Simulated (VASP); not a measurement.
TiAl, 2 atoms in the cell. It takes space group P4/mmm (No. 123, tetragonal). The conventional cell has a = 3.399 Å, b = 3.399 Å, c = 2.877 Å, α = 90.00°, β = 90.00°, γ = 90.00°. Ti (site symmetry 4/mmm) has 8 Al at 2.80 Å and 6 Ti at 2.88 to 3.40 Å within 3.7 Å. Al (site symmetry 4/mmm) has 8 Ti at 2.80 Å and 6 Al at 2.88 to 3.40 Å within 3.7 Å. 

- Program: VASP 6.6.1
- Task: single point
- Functional: LDA
- Potentials or basis: VASP PAW LDA potentials, release 64 (Ti_sv, Al)
- Cutoff: 520 eV
- k mesh: 16 × 16 × 16
- Occupations: gaussian, width 0.15 eV
- Spin: no spin polarisation
- Dipole correction: no
- Further INCAR settings: ALGO = Fast; EDIFF = 1e-06; NBANDS = 14

Potentials or basis: VASP PAW LDA potentials, release 64 (Ti_sv, Al).

Launch:

```sh
$ cat potpaw_LDA.64/Ti_sv/POTCAR potpaw_LDA.64/Al/POTCAR > POTCAR
$ mpirun -np 1 vasp_std > vasp.out
```

Hardware: 1 thread of Intel(R) Xeon(R) 6975P-C (Granite Rapids), on a shared host.

Problem. Estimate the wall time of this run.

Solution. Wall time 2.3 min on 1 thread of Intel(R) Xeon(R) 6975P-C (Granite Rapids), with other jobs on the host, peak memory 0.29 GiB. Counts: scf iterations 24, k points 405.
